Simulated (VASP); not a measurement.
# GaN (Fm-3m) in VASP: settings compared

Aim: see how the results for GaN move with the level of theory and the settings. Levels: r2SCAN50, RPBE+D4. Tasks: single point.

All numbers are computed with VASP 6.6.1; they aren't measurements. Logs are shortened: lines on timing, memory, paths and dates and some standing lists are left out, and cuts for length are marked.

**1. The cell of the first run**

The structure is cubic, space group Fm-3m (No. 225). Conventional cell: a = 4.270 Å, b = 4.270 Å, c = 4.270 Å, α = 90.00°, β = 90.00°, γ = 90.00°. Ga (site symmetry m-3m) has 6 N at 2.14 Å within 2.8 Å. Within 2.8 Å of N (site symmetry m-3m) lie 6 Ga at 2.14 Å.

**2. Single point, r2SCAN50**

Input file POSCAR:

```
GaN
1.0
    0.0000000000      2.1352350000      2.1352350000
    2.1352350000      0.0000000000      2.1352350000
    2.1352350000      2.1352350000      0.0000000000
Ga N
1 1
Direct
    0.0000000000      0.0000000000      0.0000000000
    0.5000000000      0.5000000000      0.5000000000
```

Input file INCAR.step1:

```
PREC = Accurate ; ENCUT = 520
EDIFF = 1E-5 ; ISMEAR = -1
SIGMA = 0.05 ; LREAL = F
LASPH = T ; NELM = 80
ALGO = Normal ; ISIF = 2
LWAVE = T ; LCHARG = F
NBANDS = 16 ; GGA = PE
```

Input file INCAR.step2:

```
PREC = Accurate ; ENCUT = 520
EDIFF = 1E-6 ; ISMEAR = -1
SIGMA = 0.05 ; LREAL = F
LASPH = T ; NELM = 80
ALGO = Normal ; ISIF = 2
LWAVE = F ; LCHARG = F
METAGGA = R2SCAN ; LHFCALC = T
AEXX = 0.5 ; LMIXTAU = T
PRECFOCK = Normal ; NBANDS = 16
ISTART = 1
```

Input file KPOINTS:

```
regular mesh
0
Gamma
  6 6 6
```

Potentials or basis: VASP PAW PBE potentials, release 64 (Ga_d, N).

On the command line:

```
> cat potpaw_PBE.64/Ga_d/POTCAR potpaw_PBE.64/N/POTCAR > POTCAR
> cp INCAR.step1 INCAR
> mpirun -np 1 vasp_std > vasp.out
> cp INCAR.step2 INCAR
> mpirun -np 1 vasp_std > vasp.out
```

OUTCAR:

```text
PREC = Accurate
   ENCUT = 520
   EDIFF = 1E-6
   ISMEAR = -1
   LREAL = F
   LASPH = T
   NELM = 80
   ISIF = 2
   METAGGA = R2SCAN
   LHFCALC = T
   AEXX = 0.5
   PRECFOCK = Normal
   ISTART = 1

 ion  position               nearest neighbor table
   1  0.000  0.000  0.000-   2 2.14   2 2.14   2 2.14   2 2.14   2 2.14   2 2.14
   2  0.500  0.500  0.500-   1 2.14   1 2.14   1 2.14   1 2.14   1 2.14   1 2.14

  LATTYP: Found a face centered cubic cell.
 ALAT       =     4.2704700000

  Lattice vectors:

 A1 = (   0.0000000000,   2.1352350000,   2.1352350000)
 A2 = (   2.1352350000,   0.0000000000,   2.1352350000)
 A3 = (   2.1352350000,   2.1352350000,   0.0000000000)

Analysis of symmetry for initial positions (statically):
=====================================================================
 Subroutine PRICEL returns:
 Original cell was already a primitive cell.

 Routine SETGRP: Setting up the symmetry group for a
 face centered cubic supercell.

 Subroutine GETGRP returns: Found 48 space group operations
 (whereof 48 operations were pure point group operations)
 out of a pool of 48 trial point group operations.

The static configuration has the point symmetry O_h .

Analysis of symmetry for dynamics (positions and initial velocities):
=====================================================================
 Subroutine PRICEL returns:
 Original cell was already a primitive cell.

 Routine SETGRP: Setting up the symmetry group for a
 face centered cubic supercell.

 Subroutine GETGRP returns: Found 48 space group operations
 (whereof 48 operations were pure point group operations)
 out of a pool of 48 trial point group operations.

The dynamic configuration has the point symmetry O_h .

 Subroutine INISYM returns: Found 48 space group operations
 (whereof 48 operations are pure point group operations),
 and found     1 'primitive' translations

----------------------------------------------------------------------------------------

                                     Primitive cell

  volume of cell :      19.4700

  direct lattice vectors                    reciprocal lattice vectors
     0.000000000  2.135235000  2.135235000    -0.234166263  0.234166263  0.234166263
     2.135235000  0.000000000  2.135235000     0.234166263 -0.234166263  0.234166263
     2.135235000  2.135235000  0.000000000     0.234166263  0.234166263 -0.234166263

  length of vectors
     3.019678296  3.019678296  3.019678296     0.405587864  0.405587864  0.405587864

  position of ions in fractional coordinates (direct lattice)
     0.000000000  0.000000000  0.000000000
     0.500000000  0.500000000  0.500000000

  ion indices of the primitive-cell ions
   primitive index   ion index
                 1           1
                 2           2

----------------------------------------------------------------------------------------

 KPOINTS: regular mesh

Automatic generation of k-mesh.
 Grid dimensions read from file:
 generate k-points for:    6    6    6

 Generating k-lattice:

  Cartesian coordinates                     Fractional coordinates (reciprocal lattice)
    -0.039027710  0.039027710  0.039027710     0.166666667  0.000000000  0.000000000
     0.039027710 -0.039027710  0.039027710     0.000000000  0.166666667  0.000000000
     0.039027710  0.039027710 -0.039027710     0.000000000  0.000000000  0.166666667

  Length of vectors
     0.067597977  0.067597977  0.067597977

  Shift w.r.t. Gamma in fractional coordinates (k-lattice)
     0.000000000  0.000000000  0.000000000

 Subroutine IBZKPT returns following result:
 ===========================================

 Found     16 irreducible k-points:

 Following reciprocal coordinates:
            Coordinates               Weight
  0.000000  0.000000  0.000000      1.000000
  0.166667  0.000000  0.000000      8.000000
  0.333333  0.000000  0.000000      8.000000
  0.500000  0.000000  0.000000      4.000000
  0.166667  0.166667  0.000000      6.000000
  0.333333  0.166667  0.000000     24.000000
[... 8 lines left out ...]
 -0.333333  0.333333  0.166667     24.000000
 -0.333333  0.500000  0.166667     12.000000
   k-points           NKPTS =     16   k-points in BZ     NKDIM =    216   number of bands    NBANDS=     16
   number of dos      NEDOS =    301   number of ions     NIONS =      2
   total plane-waves  NPLWV =  13824
   dimension x,y,z NGX =    24 NGY =   24 NGZ =   24
   dimension x,y,z NGXF=    48 NGYF=   48 NGZF=   48
   ions per type =               1   1
   NGX,Y,Z   is equivalent  to a cutoff of  13.21, 13.21, 13.21 a.u.
   NGXF,Y,Z  is equivalent  to a cutoff of  26.43, 26.43, 26.43 a.u.
 SYSTEM =  unknown system
   PREC   = accura    normal or accurate (medium, high low for compatibility)
   ISTART =      1    job   : 0-new  1-cont  2-samecut
   ICHARG =      0    charge: 1-file 2-atom 10-const
   ISPIN  =      1    spin polarized calculation?
   LNONCOLLINEAR =      F non collinear calculations
   LSORBIT =      F    spin-orbit coupling
   LASPH  =      T    aspherical Exc in radial PAW
   ENCUT  =  520.0 eV  38.22 Ry    6.18 a.u.   5.61  5.61  5.61*2*pi/ulx,y,z
   NELM   =     80;   NELMIN=  2; NELMDL=  0     # of ELM steps
   EDIFF  = 0.1E-05   stopping-criterion for ELM
   LREAL  =      F    real-space projection
   EDIFFG = 0.1E-04   stopping-criterion for IOM
   NSW    =      0    number of steps for IOM
   IBRION =     -1    ionic relax: 0-MD 1-quasi-New 2-CG
   NFREE  =      0    steps in history (QN), initial steepest desc. (CG)
   ISIF   =      2    stress and relaxation
   ISYM   =      3    0-nonsym 1-usesym 2-fastsym
   POTIM  = 0.5000    time-step for ionic-motion
   TEBEG  =    0.0;   TEEND  =   0.0 temperature during run
   PSTRESS=    0.0 pullay stress
   NELECT =      18.0000    total number of electrons
   NUPDOWN=      -1.0000    fix difference up-down
   EMIN   =  10.00;   EMAX   =-10.00  energy-range for DOS
   EFERMI =   0.00;   METHOD = LEGACY
   ISMEAR =    -1;   SIGMA  =   0.05  broadening in eV -4-tet -1-fermi 0-gaus
   EFERMI_NEDOS =   21; number of points for ismear=-14 and -15
   IALGO  =     38    algorithm
   IMIX   =      1    mixing-type and parameters
     AMIX     =   0.40;   BMIX     =  1.00
     AMIX_MAG =   1.60;   BMIX_MAG =  1.00
  volume/ion in A,a.u.               =       9.74        65.70
  Fermi-wavevector in a.u.,A,eV,Ry     =   1.594814  3.013761 34.605481  2.543431
  Thomas-Fermi vector in A             =   2.692830
   LORBIT       =      0    0 simple, 1 ext, 2 COOP (PROOUT), +10 PAW based schemes
   METAGGA = R2SCAN    functional components
   LHFCALC =     T    Hartree Fock is set to
   PRECFOCK=normal    Normal, Fast or Accurate (Low or Medium for compatibility)
   ENCUT4O =  -1.0   cutoff for four orbital integrals eV
   NKREDX  =     1    reduce k-point grid by
   NKREDY  =     1    reduce k-point grid by
   NKREDZ  =     1    reduce k-point grid by
   AEXX    =    0.5000 exact exchange contribution
   HFSCREEN=    0.0000 screening length (either q_TF or 0.3 A-1)
   HFSCREENC=   0.0000 screening length for correlation (either q_TF or 0.3 A-1)
   ENCUTFOCK=  -1.0 apply spherical cutoff to Coloumb kernel
   IVDW    =     0    specifies the selected vdW correction
   LEPSILON=     F    determine dielectric tensor
   LRPA    =     F    only Hartree local field effects (RPA)
 non-spin polarized calculation
  energy-cutoff  :      520.00
  volume of cell :       19.47
 maximum number of plane-waves:       544
 NGX is ok and might be reduce to    24
  NGX = 18; NGY = 18; NGZ = 18

 number of electron      18.0000005 magnetization

 Free energy of the ion-electron system (eV)
  ---------------------------------------------------
  ext. energy  EPLUGINS =         0.00000000
  ---------------------------------------------------
  free energy    TOTEN  =       -23.40042019 eV

  energy without entropy =      -23.40042019  energy(sigma->0) =      -23.40042019

 E-fermi :   6.2138     XC(G=0):  -7.6070

 val. band max:        5.1644511454   @ k =  -0.1667   0.1667   0.0000
 cond. band min:       9.8030854190   @ k =   0.5000   0.5000   0.0000
 fundamental gap:      4.6386342736
 Fermi energy:         6.2138367762

 k-point     1 :       0.0000    0.0000    0.0000
  band No.  band energies     occupation
      1     -15.2927      2.00000
      2     -13.7604      2.00000
      3     -13.7604      2.00000
      4     -13.7316      2.00000
      5     -13.7316      2.00000
      6     -13.7316      2.00000
[... 8 lines left out ...]
     15      26.5917      0.00000
     16      26.5918      0.00000

 k-point     2 :       0.1667    0.0000    0.0000
  band No.  band energies     occupation
      1     -14.7134      2.00000
      2     -13.8046      2.00000
      3     -13.8046      2.00000
      4     -13.7388      2.00000
      5     -13.6926      2.00000
      6     -13.6926      2.00000
[... 8 lines left out ...]
     15      26.4907      0.00000
     16      26.4907      0.00000

 k-point     3 :       0.3333    0.0000    0.0000
  band No.  band energies     occupation
      1     -13.8985      2.00000
      2     -13.8985      2.00000
      3     -13.8462      2.00000
      4     -13.6076      2.00000
      5     -13.6075      2.00000
      6     -13.1089      2.00000
[... 8 lines left out ...]
     15      29.6957      0.00000
     16      29.6957      0.00000

 k-point     4 :       0.5000    0.0000    0.0000
  band No.  band energies     occupation
      1     -13.9453      2.00000
      2     -13.9453      2.00000
      3     -13.8395      2.00000
      4     -13.5644      2.00000
      5     -13.5644      2.00000
      6     -11.9942      2.00000
[... 8 lines left out ...]
     15      33.6700      0.00000
     16      33.6701      0.00000

 k-point     5 :       0.1667    0.1667    0.0000
  band No.  band energies     occupation
      1     -14.6966      2.00000
      2     -13.7656      2.00000
      3     -13.7387      2.00000
      4     -13.6827      2.00000
      5     -13.6827      2.00000
      6     -13.6712      2.00000
[... 8 lines left out ...]
     15      30.5435      0.00000
     16      30.5436      0.00000

 k-point     6 :       0.3333    0.1667    0.0000
  band No.  band energies     occupation
      1     -14.4293      2.00000
      2     -13.7892      2.00000
      3     -13.7853      2.00000
      4     -13.6642      2.00000
      5     -13.5984      2.00000
      6     -12.7210      2.00000
[... 8 lines left out ...]
     15      30.8708      0.00000
     16      32.1153      0.00000
[... 115 lines left out ...]
 k-point    13 :       0.5000    0.5000    0.0000
  band No.  band energies     occupation
      1     -15.0227      2.00000
      2     -13.8687      2.00000
      3     -13.6732      2.00000
      4     -13.5037      2.00000
      5     -13.5037      2.00000
      6      -9.3387      2.00000
[... 8 lines left out ...]
     15      37.9573      0.00000
     16      38.3319      0.00000

 k-point    14 :       0.5000    0.3333    0.1667
  band No.  band energies     occupation
      1     -14.5654      2.00000
      2     -13.8159      2.00000
      3     -13.7764      2.00000
      4     -13.6366      2.00000
      5     -13.5695      2.00000
      6     -11.2150      2.00000
[... 8 lines left out ...]
     15      32.3722      0.00000
     16      34.7578      0.00000

 k-point    15 :      -0.3333    0.3333    0.1667
  band No.  band energies     occupation
      1     -14.5996      2.00000
      2     -13.8493      2.00000
      3     -13.7269      2.00000
      4     -13.6894      2.00000
      5     -13.5337      2.00000
      6     -10.1843      2.00000
[... 8 lines left out ...]
     15      29.2261      0.00000
     16      36.4451      0.00000

 k-point    16 :      -0.3333    0.5000    0.1667
  band No.  band energies     occupation
      1     -14.8233      2.00000
      2     -13.7949      2.00000
      3     -13.7717      2.00000
      4     -13.6145      2.00000
      5     -13.5037      2.00000
      6      -9.4896      2.00000
[... 8 lines left out ...]
     15      32.2197      0.00000
     16      38.1085      0.00000

------------------------ aborting loop because EDIFF is reached ----------------------------------------

  FORCE on cell =-STRESS in cart. coord.  units (eV):
  Direction    XX          YY          ZZ          XY          YZ          ZX
  --------------------------------------------------------------------------------------
  -------------------------------------------------------------------------------------
  Total       -2.3120924     -2.3120924     -2.3120924     -0.0000000      0.0000000      0.0000000
  in kB     -190.2605472   -190.2605472   -190.2605472     -0.0000000      0.0000000      0.0000000
  external PRESSURE =    -190.2605472 kB  Pullay stress =       0.0000000 kB

 VOLUME and BASIS-vectors are now :
 -----------------------------------------------------------------------------
  energy-cutoff  :      520.00
  volume of cell :       19.47
      direct lattice vectors                 reciprocal lattice vectors
     0.000000000  2.135235000  2.135235000    -0.234166263  0.234166263  0.234166263
     2.135235000  0.000000000  2.135235000     0.234166263 -0.234166263  0.234166263
     2.135235000  2.135235000  0.000000000     0.234166263  0.234166263 -0.234166263

 POSITION                                       TOTAL-FORCE (eV/Angst)
 -----------------------------------------------------------------------------------
      0.00000      0.00000      0.00000         0.000000     -0.000000      0.000000
      2.13524      2.13524      2.13524        -0.000000      0.000000      0.000000
 -----------------------------------------------------------------------------------
    total drift:                                0.000000      0.000000      0.000000

  FREE ENERGIE OF THE ION-ELECTRON SYSTEM (eV)
  ---------------------------------------------------
  free  energy   TOTEN  =       -23.4004201886 eV

  energy  without entropy=      -23.4004201885  energy(sigma->0) =      -23.40042019
```

Wall time 17 min (1 thread of Intel Xeon 6975P-C (Granite Rapids), shared host); peak memory 0.15 GiB.

What came out:

- Free energy: -23.4004 eV
- Pressure: -19.0 GPa
- Band gap on the k mesh: 4.64 eV, indirect (least direct gap 6.71 eV)

Levels at points of the mesh, in eV from the valence-band top:
```csv
k point,band 6,band 7,band 8,band 9,band 10,band 11,band 12,band 13
"(0.00, 0.00, 0.00)",-18.90,-0.50,-0.50,-0.50,6.20,19.16,19.16,19.16
"(0.50, 0.00, 0.00)",-17.16,-9.45,-0.27,-0.27,8.81,13.71,13.71,15.02
"(0.50, 0.50, 0.00)",-14.50,-8.10,-3.42,-3.42,4.64,11.80,17.59,20.30
```

Caveat: the k points lie up to 0.42 Å⁻¹ apart; the PAW data sets were made with another functional, which shifts forces and pressure a little. A k mesh can miss the band edges.

(Continued in part 2 of 2.)
